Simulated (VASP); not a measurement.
# Rh (P6_3/mmc) in VASP: further runs

The runs below take Rh through single point, with PBE.

Everything below comes from runs of VASP 6.6.1. Logs are shortened: lines on timing, memory, paths and dates and some standing lists are left out, and cuts for length are marked.

## Step 1: The cell of the first run

Symmetry: P6_3/mmc, No. 194, hexagonal system. The conventional cell has a = 2.721 Å, b = 2.721 Å, c = 4.793 Å, α = 90.00°, β = 90.00°, γ = 120.00°. Rh (site symmetry -6m2) has 12 Rh at 2.72 to 2.87 Å within 3.6 Å.

This isn't the form of Rh at room conditions, which is fcc.

## Step 2: Single point, PBE (15.37 Å³/atom)

Input file INCAR:

```
  PREC = Accurate
  ENCUT = 520
  EDIFF = 1E-6
  ISMEAR = 0
  SIGMA = 0.15
  LREAL = False
  LASPH = True
  NELM = 80
  ALGO = Fast
  ISIF = 2
  LWAVE = False
  LCHARG = True
  GGA = PE
  LELF = True
  LVHAR = True
  NBANDS = 22
```

Input file KPOINTS:

```
Automatic mesh
0
Gamma
  21 21 12
```

Input file POSCAR:

```
Rh
1.0
    2.7209906611      0.0000000000      0.0000000000
   -1.3604953306      2.3564470359      0.0000000000
    0.0000000000      0.0000000000      4.7932971485
Rh
2
Direct
    0.6666666667      0.3333333333      0.7500000000
    0.3333333333      0.6666666667      0.2500000000
```

Potentials or basis: VASP PAW PBE potentials, release 64 (Rh_pv).

Run with:

```console
$ cat potpaw_PBE.64/Rh_pv/POTCAR > POTCAR
$ mpirun -np 1 vasp_std > vasp.out
```

OUTCAR:

```text
PREC = Accurate
   ENCUT = 520
   EDIFF = 1E-6
   ISMEAR = 0
   LREAL = False
   LASPH = True
   NELM = 80
   ISIF = 2
   GGA = PE

 ion  position               nearest neighbor table
   1  0.667  0.333  0.750-   2 2.87   2 2.87   2 2.87   2 2.87   2 2.87   2 2.87
   2  0.333  0.667  0.250-   1 2.87   1 2.87   1 2.87   1 2.87   1 2.87   1 2.87

  LATTYP: Found a hexagonal cell.
 ALAT       =     2.7209906611
 C/A-ratio  =     1.7616000000

  Lattice vectors:

 A1 = (   2.7209906611,   0.0000000000,   0.0000000000)
 A2 = (  -1.3604953306,   2.3564470359,   0.0000000000)
 A3 = (   0.0000000000,   0.0000000000,   4.7932971485)

Analysis of symmetry for initial positions (statically):
=====================================================================
 Subroutine PRICEL returns:
 Original cell was already a primitive cell.

 Routine SETGRP: Setting up the symmetry group for a
 hexagonal supercell.

 Subroutine GETGRP returns: Found 24 space group operations
 (whereof 12 operations were pure point group operations)
 out of a pool of 24 trial point group operations.

The static configuration has the point symmetry D_3d.
 The point group associated with its full space group is D_6h.

Analysis of symmetry for dynamics (positions and initial velocities):
=====================================================================
 Subroutine PRICEL returns:
 Original cell was already a primitive cell.

 Routine SETGRP: Setting up the symmetry group for a
 hexagonal supercell.

 Subroutine GETGRP returns: Found 24 space group operations
 (whereof 12 operations were pure point group operations)
 out of a pool of 24 trial point group operations.

The dynamic configuration has the point symmetry D_3d.
 The point group associated with its full space group is D_6h.

 Subroutine INISYM returns: Found 24 space group operations
 (whereof 12 operations are pure point group operations),
 and found     1 'primitive' translations

----------------------------------------------------------------------------------------

                                     Primitive cell

  volume of cell :      30.7340

  direct lattice vectors                    reciprocal lattice vectors
     2.720990661  0.000000000  0.000000000     0.367513206  0.212183848  0.000000000
    -1.360495331  2.356447036  0.000000000     0.000000000  0.424367696  0.000000000
     0.000000000  0.000000000  4.793297148     0.000000000  0.000000000  0.208624663

  length of vectors
     2.720990661  2.720990661  4.793297148     0.424367696  0.424367696  0.208624663

  position of ions in fractional coordinates (direct lattice)
     0.666666667  0.333333333  0.750000000
     0.333333333  0.666666667  0.250000000

  ion indices of the primitive-cell ions
   primitive index   ion index
                 1           1
                 2           2

----------------------------------------------------------------------------------------

 KPOINTS: Automatic mesh

Automatic generation of k-mesh.
 Grid dimensions read from file:
 generate k-points for:   21   21   12

 Generating k-lattice:

  Cartesian coordinates                     Fractional coordinates (reciprocal lattice)
     0.017500629  0.010103993  0.000000000     0.047619048  0.000000000  0.000000000
     0.000000000  0.020207986  0.000000000     0.000000000  0.047619048  0.000000000
     0.000000000  0.000000000  0.017385389     0.000000000  0.000000000  0.083333333

  Length of vectors
     0.020207986  0.020207986  0.017385389

  Shift w.r.t. Gamma in fractional coordinates (k-lattice)
     0.000000000  0.000000000  0.000000000

 Subroutine IBZKPT returns following result:
 ===========================================

 Found    336 irreducible k-points:

 Following reciprocal coordinates:
            Coordinates               Weight
  0.000000  0.000000  0.000000      1.000000
  0.047619  0.000000  0.000000      6.000000
  0.095238 -0.000000  0.000000      6.000000
  0.142857 -0.000000  0.000000      6.000000
  0.190476 -0.000000  0.000000      6.000000
  0.238095  0.000000  0.000000      6.000000
[... 16 lines left out ...]
  0.142857  0.095238  0.000000     12.000000
  0.190476  0.095238  0.000000     12.000000
 [... further k-points ...]
   k-points           NKPTS =    336   k-points in BZ     NKDIM =    336   number of bands    NBANDS=     22
   number of dos      NEDOS =    301   number of ions     NIONS =      2
   total plane-waves  NPLWV =  14400
   dimension x,y,z NGX =    20 NGY =   20 NGZ =   36
   dimension x,y,z NGXF=    40 NGYF=   40 NGZF=   72
   ions per type =               2
   NGX,Y,Z   is equivalent  to a cutoff of  12.22, 12.22, 12.49 a.u.
   NGXF,Y,Z  is equivalent  to a cutoff of  24.44, 24.44, 24.97 a.u.
 SYSTEM =  unknown system
   PREC   = accura    normal or accurate (medium, high low for compatibility)
   ISTART =      0    job   : 0-new  1-cont  2-samecut
   ICHARG =      2    charge: 1-file 2-atom 10-const
   ISPIN  =      1    spin polarized calculation?
   LNONCOLLINEAR =      F non collinear calculations
   LSORBIT =      F    spin-orbit coupling
   LASPH  =      T    aspherical Exc in radial PAW
   ENCUT  =  520.0 eV  38.22 Ry    6.18 a.u.   5.06  5.06  8.91*2*pi/ulx,y,z
   NELM   =     80;   NELMIN=  2; NELMDL= -5     # of ELM steps
   EDIFF  = 0.1E-05   stopping-criterion for ELM
   LREAL  =      F    real-space projection
   EDIFFG = 0.1E-04   stopping-criterion for IOM
   NSW    =      0    number of steps for IOM
   IBRION =     -1    ionic relax: 0-MD 1-quasi-New 2-CG
   NFREE  =      0    steps in history (QN), initial steepest desc. (CG)
   ISIF   =      2    stress and relaxation
   ISYM   =      2    0-nonsym 1-usesym 2-fastsym
   POTIM  = 0.5000    time-step for ionic-motion
   TEBEG  =    0.0;   TEEND  =   0.0 temperature during run
   PSTRESS=    0.0 pullay stress
   NELECT =      30.0000    total number of electrons
   NUPDOWN=      -1.0000    fix difference up-down
   EMIN   =  10.00;   EMAX   =-10.00  energy-range for DOS
   EFERMI =   0.00;   METHOD = LEGACY
   ISMEAR =     0;   SIGMA  =   0.15  broadening in eV -4-tet -1-fermi 0-gaus
   EFERMI_NEDOS =   21; number of points for ismear=-14 and -15
   IALGO  =     68    algorithm
   IMIX   =      4    mixing-type and parameters
     AMIX     =   0.40;   BMIX     =  1.00
     AMIX_MAG =   1.60;   BMIX_MAG =  1.00
  volume/ion in A,a.u.               =      15.37       103.70
  Fermi-wavevector in a.u.,A,eV,Ry     =   1.623961  3.068841 35.881949  2.637249
  Thomas-Fermi vector in A             =   2.717326
   LORBIT       =      0    0 simple, 1 ext, 2 COOP (PROOUT), +10 PAW based schemes
   GGA     = PE    functional components
   LHFCALC =     F    Hartree Fock is set to
   AEXX    =    0.0000 exact exchange contribution
   IVDW    =     0    specifies the selected vdW correction
   LEPSILON=     F    determine dielectric tensor
   LRPA    =     F    only Hartree local field effects (RPA)
 non-spin polarized calculation
 RMM-DIIS sequential band-by-band and
 Gauss-broadening in eV      SIGMA  =   0.15
  energy-cutoff  :      520.00
  volume of cell :       30.73
 maximum number of plane-waves:       846
   NGX = 11   NGY = 11   NGZ = 17

 number of electron      29.9999998 magnetization

 Free energy of the ion-electron system (eV)
  ---------------------------------------------------
  ext. energy  EPLUGINS =         0.00000000
  ---------------------------------------------------
  free energy    TOTEN  =       -14.22323109 eV

  energy without entropy =      -14.18011221  energy(sigma->0) =      -14.20167165

 E-fermi :   9.9888     XC(G=0): -13.3168

 val. band max:        9.9867088584   @ k =   0.2381   0.0000   0.3333
 cond. band min:       9.9897371853   @ k =   0.1905  -0.0000   0.3333
 fundamental gap:      0.0030283269
 Fermi energy:         9.9887561358

 k-point     1 :       0.0000    0.0000    0.0000
  band No.  band energies     occupation
      1     -36.5803      2.00000
      2     -36.2321      2.00000
      3     -36.2321      2.00000
      4     -36.1879      2.00000
      5     -36.1879      2.00000
      6     -36.1835      2.00000
[... 14 lines left out ...]
     21      26.6938      0.00000
     22      28.4680      0.00000

 k-point     2 :       0.0476    0.0000    0.0000
  band No.  band energies     occupation
      1     -36.5769      2.00000
      2     -36.2431      2.00000
      3     -36.2352      2.00000
      4     -36.1991      2.00000
      5     -36.1901      2.00000
      6     -36.1840      2.00000
[... 14 lines left out ...]
     21      26.8102      0.00000
     22      28.5361      0.00000

 k-point     3 :       0.0952   -0.0000    0.0000
  band No.  band energies     occupation
      1     -36.5667      2.00000
      2     -36.2751      2.00000
      3     -36.2442      2.00000
      4     -36.2316      2.00000
      5     -36.1965      2.00000
      6     -36.1857      2.00000
[... 14 lines left out ...]
     21      27.1415      0.00000
     22      28.6098      0.00000

 k-point     4 :       0.1429   -0.0000    0.0000
  band No.  band energies     occupation
      1     -36.5504      2.00000
      2     -36.3253      2.00000
      3     -36.2822      2.00000
      4     -36.2582      2.00000
      5     -36.2067      2.00000
      6     -36.1887      2.00000
[... 14 lines left out ...]
     21      27.6182      0.00000
     22      28.5168      0.00000

 k-point     5 :       0.1905   -0.0000    0.0000
  band No.  band energies     occupation
      1     -36.5288      2.00000
      2     -36.3890      2.00000
      3     -36.3459      2.00000
      4     -36.2758      2.00000
      5     -36.2198      2.00000
      6     -36.1933      2.00000
[... 417 lines left out ...]
 k-point    22 :       0.0952    0.0952    0.0000
  band No.  band energies     occupation
      1     -36.5409      2.00000
      2     -36.3466      2.00000
      3     -36.3178      2.00000
      4     -36.2602      2.00000
      5     -36.2182      2.00000
      6     -36.1906      2.00000
[... 14 lines left out ...]
     21      27.3905      0.00000
     22      27.9124      0.00000

 k-point    23 :       0.1429    0.0952    0.0000
  band No.  band energies     occupation
      1     -36.5199      2.00000
      2     -36.4024      2.00000
      3     -36.3759      2.00000
      4     -36.2803      2.00000
      5     -36.2351      2.00000
      6     -36.1954      2.00000
[... 14 lines left out ...]
     21      26.3990      0.00000
     22      28.1585      0.00000

 k-point    24 :       0.1905    0.0952    0.0000
  band No.  band energies     occupation
      1     -36.4949      2.00000
      2     -36.4672      2.00000
      3     -36.4382      2.00000
      4     -36.3041      2.00000
      5     -36.2532      2.00000
      6     -36.2022      2.00000
[... 14 lines left out ...]
     21      25.6145      0.00000
     22      27.2392      0.00000

 [... further k-points ...]
[... 5 lines left out ...]
  --------------------------------------------------------------------------------------
  -------------------------------------------------------------------------------------
  Total       -2.0473235     -2.0473235     -5.0570752      0.0000000      0.0000000     -0.0000000
  in kB     -106.7278995   -106.7278995   -263.6276198      0.0000000      0.0000000     -0.0000000
  external PRESSURE =    -159.0278062 kB  Pullay stress =       0.0000000 kB

 VOLUME and BASIS-vectors are now :
 -----------------------------------------------------------------------------
  energy-cutoff  :      520.00
  volume of cell :       30.73
      direct lattice vectors                 reciprocal lattice vectors
     2.720990661  0.000000000  0.000000000     0.367513206  0.212183848  0.000000000
    -1.360495331  2.356447036  0.000000000     0.000000000  0.424367696  0.000000000
     0.000000000  0.000000000  4.793297148     0.000000000  0.000000000  0.208624663

 POSITION                                       TOTAL-FORCE (eV/Angst)
 -----------------------------------------------------------------------------------
      1.36050      0.78548      3.59497         0.000000     -0.000000      0.000000
     -0.00000      1.57096      1.19832        -0.000000      0.000000      0.000000
 -----------------------------------------------------------------------------------
    total drift:                                0.000000     -0.000000      0.000000

  FREE ENERGIE OF THE ION-ELECTRON SYSTEM (eV)
  ---------------------------------------------------
  free  energy   TOTEN  =       -14.2232310902 eV

  energy  without entropy=      -14.1801122094  energy(sigma->0) =      -14.20167165
```

It took 3.9 min on 1 thread of Intel Xeon 8259CL, shared host; peak memory 0.28 GiB.

Results:

```yaml
Free_energy: -14.2232 eV
Pressure: -15.9 GPa
Band_gap_on_the_k_mesh: zero (bands 15 and 16 overlap by 2.18 eV)
```

Caveat: the cell stands under tension.

## Step 3: Single point, PBE (15.37 Å³/atom)

Input file INCAR:

```
SYSTEM = Rh
PREC = Accurate
ENCUT = 520
EDIFF = 1E-6
ISMEAR = 0
SIGMA = 0.15
LREAL = .False.
LASPH = .True.
NELM = 80
ALGO = Fast
ISIF = 2
LWAVE = .False.
LCHARG = .False.
GGA = PE
NBANDS = 22
```

Input file KPOINTS:

```
regular mesh
0
Gamma
  21 21 12
  0 0 0
```

Input file POSCAR:

```
Rh
1.0
    2.8901065830      0.0000000000      0.0000000000
   -1.4450532915      2.5029057205      0.0000000000
    0.0000000000      0.0000000000      4.2487456877
Rh
2
Direct
    0.6666666667      0.3333333333      0.7500000000
    0.3333333333      0.6666666667      0.2500000000
```

Potentials or basis: VASP PAW PBE potentials, release 64 (Rh_pv).

Run with:

```console
$ cat potpaw_PBE.64/Rh_pv/POTCAR > POTCAR
$ mpirun -np 1 vasp_std > vasp.out
```

Wall time 3.4 min (1 thread of Intel Xeon 8259CL, shared host); peak memory 0.29 GiB.

It converged, with:

```
Free energy            : -14.2316 eV
Pressure               : -15.3 GPa
Band gap on the k mesh : zero (bands 15 and 16 overlap by 1.67 eV)
```

Stress tensor (GPa, compression positive):
```
-19.86   0.00   0.00
  0.00 -19.86   0.00
  0.00   0.00  -6.07
```

Levels at points of the mesh, in eV from the Fermi level:
```tsv
k point	band 13	band 14	band 15	band 16	band 17	band 18
(0.00, 0.00, 0.00)	-1.99	-1.99	-1.98	0.11	0.11	1.82
(0.00, 0.00, 0.50)	-2.39	-2.39	-0.30	-0.30	-0.30	-0.30
```

Caveat: the cell stands under tension.

## Step 4: Single point, PBE (15.79 Å³/atom)

This run uses another cell than the first one, of 15.79 Å³/atom.

Input file INCAR:

```
ALGO = Fast ; EDIFF = 1E-6
ENCUT = 520 ; GGA = PE
ISIF = 2 ; ISMEAR = 0
LASPH = True ; LCHARG = False
LREAL = False ; LWAVE = False
NBANDS = 22 ; NELM = 100
PREC = Accurate ; SIGMA = 0.15
```

Input file KPOINTS:

```
k-points
0
Gamma
  21 21 12
```

Input file POSCAR:

```
Rh
1.0
    2.7734546384      0.0000000000      0.0000000000
   -1.3867273192      2.4018821731      0.0000000000
    0.0000000000      0.0000000000      4.7406660135
Rh
2
Direct
    0.6666666667      0.3333333333      0.7500000000
    0.3333333333      0.6666666667      0.2500000000
```

Run with:

```console
$ cat potpaw_PBE.64/Rh_pv/POTCAR > POTCAR
$ mpirun -np 1 vasp_std > vasp.out
```

Wall time 4.5 min (1 thread of Intel Xeon 8259CL, shared host); peak memory 0.29 GiB.

Results (log left out):

```
Free energy            : -14.1739 eV
Pressure               : -20.8 GPa
Band gap on the k mesh : zero (bands 15 and 16 overlap by 1.98 eV)
```

Stress tensor (GPa, compression positive):
```
-17.77   0.00   0.00
  0.00 -17.77   0.00
  0.00   0.00 -26.81
```

Levels at points of the mesh, in eV from the Fermi level:
```
           k point  band 12  band 13  band 14  band 15  band 16  band 17  band 18  band 19
(0.00, 0.00, 0.00)    -2.07    -2.07    -1.19    -1.19     0.17     0.17     0.49     6.66
(0.00, 0.00, 0.50)    -2.42    -2.42    -2.42    -0.30    -0.30    -0.30    -0.30    13.06
```

Caveat: the cell stands under tension.

[end of part 1 of 2]
